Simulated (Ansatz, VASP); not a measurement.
## Two plane-wave programs on WS

The input INCAR:

```
  ALGO = Normal
  EDIFF = 1E-7
  ENCUT = 520
  GGA = PE
  ISIF = 2
  ISMEAR = -1
  LASPH = True
  LCHARG = True
  LELF = True
  LREAL = False
  LVHAR = True
  LWAVE = False
  NBANDS = 17
  NELM = 80
  PREC = Accurate
  SIGMA = 0.05
```

KPOINTS

```
k-points
0
Gamma
  9 9 9
```

POSCAR

```
WS
1.0
    2.9877022105      0.0000000000      0.0000000000
    0.0000000000      2.9877022105      0.0000000000
    0.0000000000      0.0000000000      2.9877022105
W S
1 1
Direct
    0.5000000000      0.5000000000      0.5000000000
    0.0000000000      0.0000000000      0.0000000000
```

File input.yaml:

```yaml
crystal:
  lattice:
    - [2.9877022105, 0.0, 0.0]
    - [0.0, 2.9877022105, 0.0]
    - [0.0, 0.0, 2.9877022105]
  atoms:
    - { symbol: W, position: [0.5, 0.5, 0.5] }
    - { symbol: S, position: [0.0, 0.0, 0.0] }
hamiltonian:
  xc: pbe
  pseudopotentials: { kind: paw, azcp: { folder: soft_1 } }
kpoints:
  mp_grid: { grid: [9, 9, 9] }
scf:
  occupations: { method: fermi_dirac, width: 0.05 }
output:
  forces: true
  stress: true
  eigenvalues: true
```

Alike in both runs: task single point; functional PBE; k mesh 9 × 9 × 9; occupations fermi-dirac, width 0.05 eV; no spin polarisation.

```csv
,VASP,Ansatz
version,VASP 6.6.1,Ansatz 0.2.0
potentials or method,"VASP PAW PBE potentials, release 64 (W_sv, S)",Ansatz PAW soft_1
plane-wave cutoff (eV),520,420
valence electrons in the cell,20,20
```

```csv
,VASP,Ansatz,Ansatz less VASP
gap on the k mesh at the Fermi level (eV),none,none,-
pressure (GPa),6.0,5.6,-0.42
```

A gap of «none» marks a metal or a gap that the smearing closes.

Neither program's run includes spin-orbit coupling.
